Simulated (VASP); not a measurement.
Runs of VASP 6.6.1 on Nb. The structure is that of space group I4/mmm (No. 139), or close to it. The cells are those of the table. 

```tsv
cell	further INCAR settings	gap on the mesh (eV)	pressure (GPa)
a = 2.812 Å, angles 107.4, 107.4, 113.6°, 1 atom	ALGO = Fast; EDIFF = 1e-07; NBANDS = 12	none	(b)
a = 2.968 Å, angles 111.8, 111.8, 104.9°, 1 atom	ALGO = Fast; EDIFF = 1e-06; NBANDS = 12	none	(a)
a = 2.789 Å, angles 106.8, 106.8, 115.1°, 1 atom	ALGO = Fast; EDIFF = 1e-06; NBANDS = 12	none	18.7
a = 2.981 Å, angles 112.1, 112.1, 104.2°, 1 atom	ALGO = Fast; EDIFF = 1e-06; NBANDS = 12	none	-14.9
a = 2.956 Å, angles 111.5, 111.5, 105.5°, 1 atom	ALGO = Fast; EDIFF = 1e-06; NBANDS = 12	none	-12.6
```

Alike in all rows: task single point; level PBE; potentials or basis VASP PAW PBE potentials, release 64 (Nb_sv); no spin polarisation; k mesh 20 × 20 × 20; cutoff (eV) 520; smearing gaussian 0.15 eV.

**Question.** Estimate the missing entries.

**Answer.** (a) -13.8; (b) 11.9.

Caveats: the stress differs along the axes, from 9 to 18 GPa (at least some runs); the stress differs along the axes, from -19 to -11 GPa (at least some runs); the stress differs along the axes, from 14 to 28 GPa (at least some runs); the stress differs along the axes, from -20 to -12 GPa (at least some runs); the stress differs along the axes, from -17 to -10 GPa (at least some runs).

A k mesh can miss the band edges, and the runs leave out spin-orbit coupling on Nb.

A gap of «none» marks levels without a gap at the run's occupations.
